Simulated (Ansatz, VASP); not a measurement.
# Two plane-wave programs on TiSi

```
Ti Si
1.0
     1.76169   -2.05410    0.00000
     1.76169    2.05410    0.00000
     0.00000    0.00000    3.86099
Ti Si
1 1
Direct
  0.50000 0.50000 0.00000
  0.00000 0.00000 0.50000
```

Change from the starting cell: strain -0.030 along x and y, +0.015 along z, atoms carried along.

Alike in both runs: task single point; functional r2SCAN; k mesh 18 × 18 × 12; occupations gaussian, width 0.15 eV; no spin polarisation.

|  | VASP | Ansatz |
| --- | --- | --- |
| version | VASP 6.6.1 | Ansatz 0.2.0 |
| potentials or method | VASP PAW PBE potentials, release 64 (Ti_sv, Si), cutoff 520 eV | scalar-relativistic, plane waves, PAW |
| valence electrons in the cell | 16 | 16 |

VASP gave:

| Item | Value |
| --- | --- |
| gap on the k mesh at the Fermi level (eV) | none |
| pressure (GPa) | 4.5 |
| traceless stress, the component that is largest in VASP (GPa) | -2.97 |

**Question.** Which values does Ansatz return?

**Answer.** gap on the k mesh at the Fermi level (eV): none; pressure (GPa): 4.1; traceless stress, the component that is largest in VASP (GPa): -2.92.

VASP's potentials were made for PBE, not for r2SCAN. A gap of «none» marks a metal or a gap that the smearing closes.
